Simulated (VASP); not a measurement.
A run of VASP 6.6.1 is set up as follows.

File INCAR:

```
SYSTEM = LiF
PREC = Accurate
ENCUT = 520
EDIFF = 1E-6
ISMEAR = 0
SIGMA = 0.05
LREAL = .False.
LASPH = .True.
NELM = 60
ALGO = Normal
ISIF = 2
LWAVE = .False.
LCHARG = .True.
GGA = CA
LELF = .True.
LVHAR = .True.
NBANDS = 18
```

File KPOINTS:

```
Automatic mesh
0
Gamma
  9 9 6
  0 0 0
```

File POSCAR:

```
LiF
1.0
    2.9403345272      0.0000000000      0.0000000000
   -1.4701672636      2.5464043962      0.0000000000
    0.0000000000      0.0000000000      4.6313209138
Li F
2 2
Direct
    0.3333333333      0.6666666667      0.3839784076
    0.6666666667      0.3333333333      0.8839784076
    0.3333333333      0.6666666667      0.9910195924
    0.6666666667      0.3333333333      0.4910195924
```

Potentials or basis: VASP PAW LDA potentials, release 64 (Li_sv, F).

The run is started by

```console
$ cat potpaw_LDA.64/Li_sv/POTCAR potpaw_LDA.64/F/POTCAR > POTCAR
$ mpirun -np 1 vasp_std > vasp.out
```

**Question.** Estimate the largest force.

**Answer.** 0.120 eV/Å.

**Question.** What does it give for the band gap on the k mesh?

**Answer.** 8.23 eV.

Forces on the atoms (eV/Å):
```
Li   0.000  0.000 -0.120
Li   0.000  0.000 -0.120
F    0.000  0.000  0.120
F    0.000  0.000  0.120
```

Caveat: an odd mesh through Γ misses points on the zone boundary, where band edges can lie.
